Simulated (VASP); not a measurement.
# As (Fm-3m) in VASP: single point with r2SCAN

Aim: the single point of As with r2SCAN.

All numbers are computed with VASP 6.6.1; they aren't measurements. Logs are shortened: lines on timing, memory, paths and dates and some standing lists are left out, and cuts for length are marked.

## 1. The cell of the first run

Symmetry: Fm-3m, No. 225, cubic system. The conventional cell has a = 4.292 Å, b = 4.292 Å, c = 4.292 Å, α = 90.00°, β = 90.00°, γ = 90.00°. Within 4.0 Å of As (site symmetry m-3m) lie 12 As at 3.03 Å.

## 2. Single point, r2SCAN

Input file POSCAR:

```
As
1.0
    2.8612181635      0.7153045409      0.7153045409
    0.7153045409      2.8612181635      0.7153045409
    0.7153045409      0.7153045409      2.8612181635
As
1
Direct
    0.5000000000      0.5000000000      0.5000000000
```

Input file INCAR.step1:

```
PREC = Accurate ; ENCUT = 520
ISMEAR = 0 ; SIGMA = 0.15
LREAL = F ; LASPH = T
NELM = 60 ; NBANDS = 8
GGA = PE ; ALGO = Normal
EDIFF = 1E-4 ; LWAVE = T
LCHARG = F
```

Input file INCAR.step2:

```
PREC = Accurate ; ENCUT = 520
EDIFF = 1E-6 ; ISMEAR = 0
SIGMA = 0.15 ; LREAL = F
LASPH = T ; NELM = 60
ALGO = Normal ; ISIF = 2
LWAVE = F ; LCHARG = T
METAGGA = R2SCAN ; LMIXTAU = T
LELF = T ; LVHAR = T
NBANDS = 8 ; ISTART = 1
```

Input file KPOINTS:

```
Automatic mesh
0
Gamma
  20 20 20
```

Potentials or basis: VASP PAW PBE potentials, release 64 (As).

Command:

```bash
> cat potpaw_PBE.64/As/POTCAR > POTCAR
> cp INCAR.step1 INCAR
> mpirun -np 1 vasp_std > vasp.out
> cp INCAR.step2 INCAR
> mpirun -np 1 vasp_std > vasp.out
```

OUTCAR:

```text
PREC = Accurate
   ENCUT = 520
   EDIFF = 1E-6
   ISMEAR = 0
   LREAL = F
   LASPH = T
   NELM = 60
   ISIF = 2
   METAGGA = R2SCAN
   ISTART = 1

 ion  position               nearest neighbor table
   1  0.500  0.500  0.500-

  LATTYP: Found a face centered cubic cell.
 ALAT       =     4.2918272453

  Lattice vectors:

 A1 = (   2.8612181635,   0.7153045409,   0.7153045409)
 A2 = (   0.7153045409,   2.8612181635,   0.7153045409)
 A3 = (   0.7153045409,   0.7153045409,   2.8612181635)

Analysis of symmetry for initial positions (statically):
=====================================================================
 Subroutine PRICEL returns:
 Original cell was already a primitive cell.

 Routine SETGRP: Setting up the symmetry group for a
 face centered cubic supercell.

 Subroutine GETGRP returns: Found 48 space group operations
 (whereof 48 operations were pure point group operations)
 out of a pool of 48 trial point group operations.

The static configuration has the point symmetry O_h .

Analysis of symmetry for dynamics (positions and initial velocities):
=====================================================================
 Subroutine PRICEL returns:
 Original cell was already a primitive cell.

 Routine SETGRP: Setting up the symmetry group for a
 face centered cubic supercell.

 Subroutine GETGRP returns: Found 48 space group operations
 (whereof 48 operations were pure point group operations)
 out of a pool of 48 trial point group operations.

The dynamic configuration has the point symmetry O_h .

 Subroutine INISYM returns: Found 48 space group operations
 (whereof 48 operations are pure point group operations),
 and found     1 'primitive' translations

----------------------------------------------------------------------------------------

                                     Primitive cell

  volume of cell :      19.7636

  direct lattice vectors                    reciprocal lattice vectors
     2.861218163  0.715304541  0.715304541     0.388334984 -0.077666997 -0.077666997
     0.715304541  2.861218163  0.715304541    -0.077666997  0.388334984 -0.077666997
     0.715304541  0.715304541  2.861218163    -0.077666997 -0.077666997  0.388334984

  length of vectors
     3.034780149  3.034780149  3.034780149     0.403569554  0.403569554  0.403569554

  position of ions in fractional coordinates (direct lattice)
     0.500000000  0.500000000  0.500000000

  ion indices of the primitive-cell ions
   primitive index   ion index
                 1           1

----------------------------------------------------------------------------------------

 KPOINTS: Automatic mesh

Automatic generation of k-mesh.
 Grid dimensions read from file:
 generate k-points for:   20   20   20

 Generating k-lattice:

  Cartesian coordinates                     Fractional coordinates (reciprocal lattice)
     0.019416749 -0.003883350 -0.003883350     0.050000000 -0.000000000 -0.000000000
    -0.003883350  0.019416749 -0.003883350    -0.000000000  0.050000000 -0.000000000
    -0.003883350 -0.003883350  0.019416749    -0.000000000 -0.000000000  0.050000000

  Length of vectors
     0.020178478  0.020178478  0.020178478

  Shift w.r.t. Gamma in fractional coordinates (k-lattice)
     0.000000000  0.000000000  0.000000000

 Subroutine IBZKPT returns following result:
 ===========================================

 Found    256 irreducible k-points:

 Following reciprocal coordinates:
            Coordinates               Weight
  0.000000  0.000000  0.000000      1.000000
  0.050000  0.000000  0.000000      8.000000
  0.100000  0.000000  0.000000      8.000000
  0.150000  0.000000  0.000000      8.000000
  0.200000  0.000000  0.000000      8.000000
  0.250000  0.000000  0.000000      8.000000
[... 16 lines left out ...]
 -0.400000  0.050000 -0.000000     24.000000
 -0.350000  0.050000 -0.000000     24.000000
 [... further k-points ...]
   k-points           NKPTS =    256   k-points in BZ     NKDIM =    256   number of bands    NBANDS=      8
   number of dos      NEDOS =    301   number of ions     NIONS =      1
   total plane-waves  NPLWV =  13824
   dimension x,y,z NGX =    24 NGY =   24 NGZ =   24
   dimension x,y,z NGXF=    48 NGYF=   48 NGZF=   48
   ions per type =               1
   NGX,Y,Z   is equivalent  to a cutoff of  13.15, 13.15, 13.15 a.u.
   NGXF,Y,Z  is equivalent  to a cutoff of  26.29, 26.29, 26.29 a.u.
 SYSTEM =  unknown system
   PREC   = accura    normal or accurate (medium, high low for compatibility)
   ISTART =      1    job   : 0-new  1-cont  2-samecut
   ICHARG =      0    charge: 1-file 2-atom 10-const
   ISPIN  =      1    spin polarized calculation?
   LNONCOLLINEAR =      F non collinear calculations
   LSORBIT =      F    spin-orbit coupling
   LASPH  =      T    aspherical Exc in radial PAW
   ENCUT  =  520.0 eV  38.22 Ry    6.18 a.u.   5.64  5.64  5.64*2*pi/ulx,y,z
   NELM   =     60;   NELMIN=  2; NELMDL=  0     # of ELM steps
   EDIFF  = 0.1E-05   stopping-criterion for ELM
   LREAL  =      F    real-space projection
   EDIFFG = 0.1E-04   stopping-criterion for IOM
   NSW    =      0    number of steps for IOM
   IBRION =     -1    ionic relax: 0-MD 1-quasi-New 2-CG
   NFREE  =      0    steps in history (QN), initial steepest desc. (CG)
   ISIF   =      2    stress and relaxation
   ISYM   =      2    0-nonsym 1-usesym 2-fastsym
   POTIM  = 0.5000    time-step for ionic-motion
   TEBEG  =    0.0;   TEEND  =   0.0 temperature during run
   PSTRESS=    0.0 pullay stress
   NELECT =       5.0000    total number of electrons
   NUPDOWN=      -1.0000    fix difference up-down
   EMIN   =  10.00;   EMAX   =-10.00  energy-range for DOS
   EFERMI =   0.00;   METHOD = LEGACY
   ISMEAR =     0;   SIGMA  =   0.15  broadening in eV -4-tet -1-fermi 0-gaus
   EFERMI_NEDOS =   21; number of points for ismear=-14 and -15
   IALGO  =     38    algorithm
   IMIX   =      4    mixing-type and parameters
     AMIX     =   0.40;   BMIX     =  1.00
     AMIX_MAG =   1.60;   BMIX_MAG =  1.00
  volume/ion in A,a.u.               =      19.76       133.37
  Fermi-wavevector in a.u.,A,eV,Ry     =   1.035403  1.956627 14.586243  1.072059
  Thomas-Fermi vector in A             =   2.169744
   LORBIT       =      0    0 simple, 1 ext, 2 COOP (PROOUT), +10 PAW based schemes
   METAGGA = R2SCAN    functional components
   LHFCALC =     F    Hartree Fock is set to
   AEXX    =    0.0000 exact exchange contribution
   IVDW    =     0    specifies the selected vdW correction
   LEPSILON=     F    determine dielectric tensor
   LRPA    =     F    only Hartree local field effects (RPA)
 non-spin polarized calculation
 Gauss-broadening in eV      SIGMA  =   0.15
  energy-cutoff  :      520.00
  volume of cell :       19.76
 maximum number of plane-waves:       544
   NGX = 11   NGY = 11   NGZ = 11

 number of electron       5.0000001 magnetization

 Free energy of the ion-electron system (eV)
  ---------------------------------------------------
  ext. energy  EPLUGINS =         0.00000000
  ---------------------------------------------------
  free energy    TOTEN  =       -13.95428362 eV

  energy without entropy =      -13.94807218  energy(sigma->0) =      -13.95117790

 E-fermi :   6.0449     XC(G=0): -11.1834

 val. band max:        6.0274502830   @ k =  -0.3000   0.2000   0.0500
 cond. band min:       6.0736693921   @ k =  -0.4500   0.5000   0.0500
 fundamental gap:      0.0462191091
 Fermi energy:         6.0449391033

 k-point     1 :       0.0000    0.0000    0.0000
  band No.  band energies     occupation
      1      -9.5648      2.00000
      2      11.7262      0.00000
      3      11.7262      0.00000
      4      11.7262      0.00000
      5      18.7936      0.00000
      6      18.7936      0.00000
      7      18.7936      0.00000
      8      20.8359      0.00000

 k-point     2 :       0.0500    0.0000    0.0000
  band No.  band energies     occupation
      1      -9.5049      2.00000
      2      11.2293      0.00000
      3      11.6582      0.00000
      4      11.6582      0.00000
      5      18.5461      0.00000
      6      18.9252      0.00000
      7      18.9252      0.00000
      8      21.1000      0.00000

 k-point     3 :       0.1000    0.0000    0.0000
  band No.  band energies     occupation
      1      -9.3256      2.00000
      2       9.9884      0.00000
      3      11.4739      0.00000
      4      11.4739      0.00000
      5      18.0552      0.00000
      6      19.2700      0.00000
      7      19.2700      0.00000
      8      21.8060      0.00000

 k-point     4 :       0.1500    0.0000    0.0000
  band No.  band energies     occupation
      1      -9.0284      2.00000
      2       8.3961      0.00000
      3      11.2185      0.00000
      4      11.2185      0.00000
      5      17.5641      0.00000
      6      19.6516      0.00000
      7      19.6516      0.00000
      8      22.7051      0.00000

 k-point     5 :       0.2000    0.0000    0.0000
  band No.  band energies     occupation
      1      -8.6160      2.00000
      2       6.6913      0.00000
      3      10.9383      0.00000
      4      10.9383      0.00000
      5      17.1421      0.00000
      6      19.7338      0.00000
      7      19.7338      0.00000
      8      22.9464      0.00000
[... 177 lines left out ...]
 k-point    22 :      -0.4500    0.0500   -0.0000
  band No.  band energies     occupation
      1      -5.2141      2.00000
      2      -0.5836      2.00000
      3       9.4755      0.00000
      4       9.9544      0.00000
      5      16.5178      0.00000
      6      17.4368      0.00000
      7      17.9390      0.00000
      8      21.4971      0.00000

 k-point    23 :      -0.4000    0.0500   -0.0000
  band No.  band energies     occupation
      1      -5.7650      2.00000
      2       0.2401      2.00000
      3       9.4450      0.00000
      4      10.1317      0.00000
      5      16.5836      0.00000
      6      17.6844      0.00000
      7      18.0027      0.00000
      8      21.7203      0.00000

 k-point    24 :      -0.3500    0.0500   -0.0000
  band No.  band energies     occupation
      1      -6.4801      2.00000
      2       1.4577      2.00000
      3       9.4859      0.00000
      4      10.3570      0.00000
      5      16.6801      0.00000
      6      18.0881      0.00000
      7      18.2156      0.00000
      8      22.0946      0.00000

 [... further k-points ...]
[... 5 lines left out ...]
  --------------------------------------------------------------------------------------
  -------------------------------------------------------------------------------------
  Total       -0.3614183     -0.3614183     -0.3614183     -0.0000000     -0.0000000     -0.0000000
  in kB      -29.2990826    -29.2990826    -29.2990826     -0.0000000     -0.0000000     -0.0000000
  external PRESSURE =     -29.2990826 kB  Pullay stress =       0.0000000 kB

 VOLUME and BASIS-vectors are now :
 -----------------------------------------------------------------------------
  energy-cutoff  :      520.00
  volume of cell :       19.76
      direct lattice vectors                 reciprocal lattice vectors
     2.861218163  0.715304541  0.715304541     0.388334984 -0.077666997 -0.077666997
     0.715304541  2.861218163  0.715304541    -0.077666997  0.388334984 -0.077666997
     0.715304541  0.715304541  2.861218163    -0.077666997 -0.077666997  0.388334984

 POSITION                                       TOTAL-FORCE (eV/Angst)
 -----------------------------------------------------------------------------------
      2.14591      2.14591      2.14591        -0.000000      0.000000     -0.000000
 -----------------------------------------------------------------------------------
    total drift:                                0.000000      0.000000     -0.000000

  FREE ENERGIE OF THE ION-ELECTRON SYSTEM (eV)
  ---------------------------------------------------
  free  energy   TOTEN  =       -13.9542836153 eV

  energy  without entropy=      -13.9480721810  energy(sigma->0) =      -13.95117790
```

Wall time 81 s (1 thread of Intel Xeon Platinum 8488C (Sapphire Rapids), shared host); peak memory 0.17 GiB.

Results:

- Free energy: -13.9543 eV
- Pressure: -2.9 GPa

Caveat: the PAW data sets were made with another functional, which shifts forces and pressure a little.
